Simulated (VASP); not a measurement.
Runs of VASP 6.6.1 on Re. The structure is that of space group Fd-3m (No. 227), or close to it. The cells are those of the table. 

```tsv
task	potentials or basis	cell	cutoff (eV)	second run	gap on the mesh (eV)	pressure (GPa)
single point	VASP PAW PBE potentials, release 64 (Re)	a = 3.153 Å, angles 60.0°, 2 atoms	520	-	none	(a)
single point	VASP PAW PBE potentials, release 64 (Re)	a = 3.155 Å, angles 60.0°, 2 atoms	520	-	none	440.8
relaxation of cell and atoms	VASP PAW PBE potentials, release 64 (Re)	relaxed to 540 GPa from a = 3.155 Å, angles 60.0°, 2 atoms	600	-	none	540.0
relaxation of cell and atoms	VASP PAW PBE potentials, release 64 (Re)	relaxed to 540 GPa from a = 3.022 Å, angles 60.0°, 2 atoms	600	-	none	540.0
single point	VASP PAW PBE potentials, release 64 (Re_sv_GW)	a = 3.155 Å, angles 60.0°, 2 atoms	500	valence_matched	none	550.2
```

Alike in all rows: level PBE; no spin polarisation; k mesh 15 × 15 × 15; smearing fermi-dirac 0.08 eV.

Problem. Estimate the missing entries.

Solution. (a) 443.6.

Caveats: spin-orbit coupling is left out, which moves the levels of the heavy elements; the cell is relaxed towards a set pressure, so the enthalpy falls and the energy may rise (some runs).

A k mesh can miss the band edges, and the runs leave out spin-orbit coupling on Re.

A gap of «none» marks levels without a gap at the run's occupations.

The runs don't all hold the same shells in valence.
